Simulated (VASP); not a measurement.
# K (Im-3m) in VASP: notebook

The runs below take K through single point, with PBE.

All numbers are computed with VASP 6.6.1; they aren't measurements. Logs are shortened: lines on timing, memory, paths and dates and some standing lists are left out, and cuts for length are marked.

**1. The cell of the first run**

The structure is cubic, space group Im-3m (No. 229). The conventional cell has a = 3.893 Å, b = 3.893 Å, c = 3.893 Å, α = 90.00°, β = 90.00°, γ = 90.00°. Within 4.4 Å of K (site symmetry m-3m) lie 14 K at 3.37 to 3.89 Å.

**2. Single point, PBE (volume scaled by 0.4)**

INCAR

```
  PREC = Accurate
  ENCUT = 520
  EDIFF = 1E-6
  ISMEAR = -1
  SIGMA = 0.1
  LREAL = False
  LASPH = True
  NELM = 80
  ALGO = Normal
  ISIF = 2
  LWAVE = False
  LCHARG = False
  GGA = PE
  NBANDS = 10
```

KPOINTS

```
Automatic mesh
0
Gamma
  10 10 10
```

POSCAR

```
K
1.0
   -1.9464278235      1.9464278235      1.9464278235
    1.9464278235     -1.9464278235      1.9464278235
    1.9464278235      1.9464278235     -1.9464278235
K
1
Direct
    0.0000000000      0.0000000000      0.0000000000
```

Potentials or basis: VASP PAW PBE potentials, release 64 (K_sv).

On the command line:

```sh
$ cat potpaw_PBE.64/K_sv/POTCAR > POTCAR
$ mpirun -np 1 vasp_std > vasp.out
```

OUTCAR:

```text
PREC = Accurate
   ENCUT = 520
   EDIFF = 1E-6
   ISMEAR = -1
   LREAL = False
   LASPH = True
   NELM = 80
   ISIF = 2
   GGA = PE

 ion  position               nearest neighbor table
   1  0.000  0.000  0.000-

  LATTYP: Found a body centered cubic cell.
 ALAT       =     3.8928556470

  Lattice vectors:

 A1 = (  -1.9464278235,   1.9464278235,   1.9464278235)
 A2 = (   1.9464278235,  -1.9464278235,   1.9464278235)
 A3 = (   1.9464278235,   1.9464278235,  -1.9464278235)

Analysis of symmetry for initial positions (statically):
=====================================================================
 Subroutine PRICEL returns:
 Original cell was already a primitive cell.

 Routine SETGRP: Setting up the symmetry group for a
 body centered cubic supercell.

 Subroutine GETGRP returns: Found 48 space group operations
 (whereof 48 operations were pure point group operations)
 out of a pool of 48 trial point group operations.

The static configuration has the point symmetry O_h .

Analysis of symmetry for dynamics (positions and initial velocities):
=====================================================================
 Subroutine PRICEL returns:
 Original cell was already a primitive cell.

 Routine SETGRP: Setting up the symmetry group for a
 body centered cubic supercell.

 Subroutine GETGRP returns: Found 48 space group operations
 (whereof 48 operations were pure point group operations)
 out of a pool of 48 trial point group operations.

The dynamic configuration has the point symmetry O_h .

 Subroutine INISYM returns: Found 48 space group operations
 (whereof 48 operations are pure point group operations),
 and found     1 'primitive' translations

----------------------------------------------------------------------------------------

                                     Primitive cell

  volume of cell :      29.4968

  direct lattice vectors                    reciprocal lattice vectors
    -1.946427824  1.946427824  1.946427824     0.000000000  0.256880833  0.256880833
     1.946427824 -1.946427824  1.946427824     0.256880833  0.000000000  0.256880833
     1.946427824  1.946427824 -1.946427824     0.256880833  0.256880833  0.000000000

  length of vectors
     3.371311884  3.371311884  3.371311884     0.363284357  0.363284357  0.363284357

  position of ions in fractional coordinates (direct lattice)
[... 74 lines left out ...]
   LASPH  =      T    aspherical Exc in radial PAW
   ENCUT  =  520.0 eV  38.22 Ry    6.18 a.u.   6.27  6.27  6.27*2*pi/ulx,y,z
   NELM   =     80;   NELMIN=  2; NELMDL= -5     # of ELM steps
   EDIFF  = 0.1E-05   stopping-criterion for ELM
   LREAL  =      F    real-space projection
   EDIFFG = 0.1E-04   stopping-criterion for IOM
   NSW    =      0    number of steps for IOM
   IBRION =     -1    ionic relax: 0-MD 1-quasi-New 2-CG
   NFREE  =      0    steps in history (QN), initial steepest desc. (CG)
   ISIF   =      2    stress and relaxation
   ISYM   =      2    0-nonsym 1-usesym 2-fastsym
   POTIM  = 0.5000    time-step for ionic-motion
   TEBEG  =    0.0;   TEEND  =   0.0 temperature during run
   PSTRESS=    0.0 pullay stress
   NELECT =       9.0000    total number of electrons
   NUPDOWN=      -1.0000    fix difference up-down
   EMIN   =  10.00;   EMAX   =-10.00  energy-range for DOS
   EFERMI =   0.00;   METHOD = LEGACY
   ISMEAR =    -1;   SIGMA  =   0.10  broadening in eV -4-tet -1-fermi 0-gaus
   EFERMI_NEDOS =   21; number of points for ismear=-14 and -15
   IALGO  =     38    algorithm
   IMIX   =      4    mixing-type and parameters
     AMIX     =   0.40;   BMIX     =  1.00
     AMIX_MAG =   1.60;   BMIX_MAG =  1.00
  volume/ion in A,a.u.               =      29.50       199.05
  Fermi-wavevector in a.u.,A,eV,Ry     =   1.102125  2.082714 16.526706  1.214679
  Thomas-Fermi vector in A             =   2.238563
   LORBIT       =      0    0 simple, 1 ext, 2 COOP (PROOUT), +10 PAW based schemes
   GGA     = PE    functional components
   LHFCALC =     F    Hartree Fock is set to
   AEXX    =    0.0000 exact exchange contribution
   IVDW    =     0    specifies the selected vdW correction
   LEPSILON=     F    determine dielectric tensor
   LRPA    =     F    only Hartree local field effects (RPA)
 non-spin polarized calculation
  energy-cutoff  :      520.00
  volume of cell :       29.50
 maximum number of plane-waves:       802
 NGX is ok and might be reduce to    28
   NGX = 13   NGY = 13   NGZ = 13

 number of electron       9.0000000 magnetization

 Free energy of the ion-electron system (eV)
  ---------------------------------------------------
  ext. energy  EPLUGINS =         0.00000000
  ---------------------------------------------------
  free energy    TOTEN  =         0.11503867 eV

  energy without entropy =        0.14520744  energy(sigma->0) =        0.13012305

 E-fermi :   3.2879     XC(G=0):  -8.4544

 val. band max:        3.2797871812   @ k =  -0.3000   0.3000   0.3000
 cond. band min:       3.3824065176   @ k =   0.2000   0.2000   0.1000
 fundamental gap:      0.1026193363
 Fermi energy:         3.2879109756

 k-point     1 :       0.0000    0.0000    0.0000
  band No.  band energies     occupation
      1     -29.2264      2.00000
      2     -12.1826      2.00000
      3     -12.1826      2.00000
      4     -12.1826      2.00000
      5      -0.2208      2.00000
      6       7.8745      0.00000
      7       7.8745      0.00000
      8       7.8745      0.00000
      9       9.6794      0.00000
     10       9.6794      0.00000
[... 287 lines left out ...]
 k-point    24 :      -0.3000    0.3000    0.1000
  band No.  band energies     occupation
      1     -29.0897      2.00000
      2     -12.9093      2.00000
      3     -12.4227      2.00000
      4     -12.2711      2.00000
      5       2.1197      1.99998
      6       5.8116      0.00000
      7       6.6846      0.00000
      8       8.5625      0.00000
      9      10.0783      0.00000
     10      10.5739      0.00000

 [... further k-points ...]
[... 5 lines left out ...]
  --------------------------------------------------------------------------------------
  -------------------------------------------------------------------------------------
  Total        3.0996362      3.0996362      3.0996362      0.0000000      0.0000000      0.0000000
  in kB      168.3628997    168.3628997    168.3628997      0.0000000      0.0000000      0.0000000
  external PRESSURE =     168.3628997 kB  Pullay stress =       0.0000000 kB

 VOLUME and BASIS-vectors are now :
 -----------------------------------------------------------------------------
  energy-cutoff  :      520.00
  volume of cell :       29.50
      direct lattice vectors                 reciprocal lattice vectors
    -1.946427824  1.946427824  1.946427824     0.000000000  0.256880833  0.256880833
     1.946427824 -1.946427824  1.946427824     0.256880833  0.000000000  0.256880833
     1.946427824  1.946427824 -1.946427824     0.256880833  0.256880833  0.000000000

 POSITION                                       TOTAL-FORCE (eV/Angst)
 -----------------------------------------------------------------------------------
      0.00000      0.00000      0.00000         0.000000      0.000000      0.000000
 -----------------------------------------------------------------------------------
    total drift:                               -0.000000     -0.000000     -0.000000

  FREE ENERGIE OF THE ION-ELECTRON SYSTEM (eV)
  ---------------------------------------------------
  free  energy   TOTEN  =         0.1150386693 eV

  energy  without entropy=        0.1452074389  energy(sigma->0) =        0.13012305
```

OSZICAR:

```text
N       E                     dE             d eps       ncg     rms          rms(c)
DAV:   1     0.511775950613E+02    0.51178E+02   -0.43388E+03   940   0.791E+02
DAV:   2     0.154824248724E+01   -0.49629E+02   -0.48341E+02  1022   0.212E+02
DAV:   3     0.148012387381E+00   -0.14002E+01   -0.13855E+01  1382   0.292E+01
DAV:   4     0.117990854166E+00   -0.30022E-01   -0.29998E-01  1096   0.373E+00
DAV:   5     0.116291204083E+00   -0.16997E-02   -0.16995E-02  1432   0.588E-01    0.589E+00
DAV:   6     0.119439241240E+00    0.31480E-02   -0.22072E-02  1066   0.135E+00    0.387E+00
DAV:   7     0.114183623631E+00   -0.52556E-02   -0.28709E-02  1426   0.148E+00    0.321E-01
DAV:   8     0.115045948769E+00    0.86233E-03   -0.44361E-03  1030   0.679E-01    0.968E-02
DAV:   9     0.115044729942E+00   -0.12188E-05   -0.14057E-04  1242   0.102E-01    0.657E-02
DAV:  10     0.115038308434E+00   -0.64215E-05   -0.65331E-06  1118   0.232E-02    0.743E-03
DAV:  11     0.115038669251E+00    0.36082E-06   -0.47986E-07   620   0.752E-03
   1 F= 0.11503867E+00 E0= 0.13012305E+00  d E =-.301688E-01
```

stdout:

```text
POSCAR found type information on POSCAR K
 POSCAR found :  1 types and       1 ions
 scaLAPACK will be used
 LDA part: xc-table for (Slater+PW92), standard interpolation
 POSCAR, INCAR and KPOINTS ok, starting setup
 FFT: planning ... GRIDC
 FFT: planning ... GRID_SOFT
 FFT: planning ... GRID
 WAVECAR not read
 entering main loop
```

Wall time 11 s (1 thread of Intel Xeon Platinum 8259CL at 2.50GHz (Skylake/Cascade Lake), shared host); peak memory 0.16 GiB.

Results:

```
Free energy : 0.1150 eV
Pressure    : 16.8 GPa
```

**3. Single point, PBE (volume scaled by 0.4)**

INCAR

```
SYSTEM = K
PREC = Accurate
ENCUT = 520
EDIFF = 1E-6
ISMEAR = -1
SIGMA = 0.1
LREAL = .False.
LASPH = .True.
NELM = 80
ALGO = Normal
ISIF = 2
LWAVE = .False.
LCHARG = .False.
GGA = PE
NBANDS = 10
```

KPOINTS

```
regular mesh
0
Gamma
  10 10 10
  0 0 0
```

POSCAR is that of step 2.

Potentials or basis: VASP PAW PBE potentials, release 64 (K_sv).

On the command line:

```sh
$ cat potpaw_PBE.64/K_sv/POTCAR > POTCAR
$ mpirun -np 1 vasp_std > vasp.out
```

It took 11 s on 1 thread of Intel Xeon Platinum 8259CL at 2.50GHz (Skylake/Cascade Lake), shared host; peak memory 0.15 GiB.

The run converged. Its results:

```yaml
Free_energy: 0.1150 eV
Pressure: 16.8 GPa
```

Levels at points of the mesh, in eV from the Fermi level:
```csv
k point,band 1,band 2,band 3,band 4,band 5,band 6,band 7,band 8,band 9,band 10
"(0.00, 0.00, 0.00)",-32.51,-15.47,-15.47,-15.47,-3.51,4.59,4.59,4.59,6.39,6.39
"(0.50, 0.00, 0.00)",-32.32,-16.56,-15.78,-15.49,-0.28,2.14,2.63,6.56,7.34,9.25
"(0.50, 0.50, 0.50)",-32.20,-16.16,-16.16,-16.16,0.13,0.13,7.37,7.37,7.37,8.62
```
